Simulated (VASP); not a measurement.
## WSe2: single point with PBE

WSe2:

```
W Se
1.0
     6.68150    0.00000    0.00000
    -3.34075    5.78635    0.00000
     0.00000    0.00000    7.27914
W Se
4 8
Direct
  0.99859 0.00255 0.99808
  0.00037 0.49954 0.99826
  0.49537 0.99935 0.99443
  0.50396 0.49895 0.00130
  0.17734 0.33226 0.22631
  0.16956 0.33775 0.77295
  0.17346 0.83590 0.22786
  0.16008 0.83428 0.77129
  0.67672 0.33397 0.22809
  0.66000 0.32633 0.77294
  0.67354 0.84018 0.22548
  0.65800 0.83139 0.76757
```

```yaml
Program: VASP 6.6.1
Task: single point
Functional: PBE
Potentials_or_basis: VASP PAW PBE potentials, release 64 (W_sv, Se)
Cutoff: 520 eV
k_mesh: 3 × 3 × 2
Occupations: fermi-dirac, width 0.02 eV
Spin: no spin polarisation
```

```
Pressure               : 0.9 GPa
Largest force          : 0.969 eV/Å
Band gap on the k mesh : 1.27 eV
```

Forces in eV/Å, atoms in the order of the input:
```
W    0.286 -0.191 -0.070
W    0.248  0.140  0.246
W    0.486 -0.083  0.834
W   -0.011  0.406 -0.198
Se  -0.598  0.139  0.310
Se   0.063 -0.126 -0.386
Se  -0.458 -0.143 -0.045
Se   0.049 -0.177 -0.416
Se  -0.394 -0.185  0.122
Se   0.255  0.532 -0.606
Se  -0.360 -0.294  0.153
Se   0.434 -0.016  0.057
```

Stress tensor (GPa, compression positive):
```
-0.18  0.21 -2.52
 0.21 -0.21 -0.66
-2.52 -0.66  2.99
```

Levels at points of the mesh, in eV from the valence-band top:
```tsv
k point	band 49	band 50	band 51	band 52	band 53	band 54	band 55	band 56
(0.00, 0.00, 0.00)	-1.18	-1.14	-1.13	-0.63	2.10	2.12	2.13	2.44
(0.00, 0.00, 0.50)	-0.98	-0.95	-0.93	0.00	2.11	2.13	2.14	2.55
```

Run time: 2.9 min on 1 thread of Intel(R) Xeon(R) 6975P-C (Granite Rapids) (shared host), peak memory 0.42 GiB.

Caveat: the k points lie up to 0.43 Å⁻¹ apart; the atoms stand as in a frame of molecular dynamics; spin-orbit coupling is left out, which moves the levels of the heavy elements; an odd mesh through Γ misses points on the zone boundary, where band edges can lie.
